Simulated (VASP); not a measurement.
Runs of VASP 6.6.1 on CsRu. The structure is that of space group Fd-3m (No. 227), or close to it. The cells are those of the table. 

```csv
task,spin,cell,cutoff (eV),gap on the mesh (eV),pressure (GPa)
single point,off,"a = 5.324 Å, angles 60.0°, 4 atoms",520,none,0.5
single point,"collinear, ferromagnetic start","a = 5.324 Å, angles 60.0°, 4 atoms",520,none,(a)
single point,off,"a = 5.697 Å, angles 60.0°, 4 atoms",520,none,-4.0
relaxation of cell and atoms,off,"relaxed from a = 5.697 Å, angles 60.0°, 4 atoms",600,none,-0.2
```

Alike in all rows: level PBE; potentials or basis VASP PAW PBE potentials, release 64 (Cs_sv, Ru_pv); k mesh 4 × 4 × 4; smearing gaussian 0.1 eV.

Problem. Fill in the values left out.

Solution. (a) 3.6.

Caveats: some runs use coarse meshes; spin-orbit coupling is left out, which moves the levels of the heavy elements.

A k mesh can miss the band edges, and the runs leave out spin-orbit coupling on Cs, Ru.

A gap of «none» marks levels without a gap at the run's occupations.
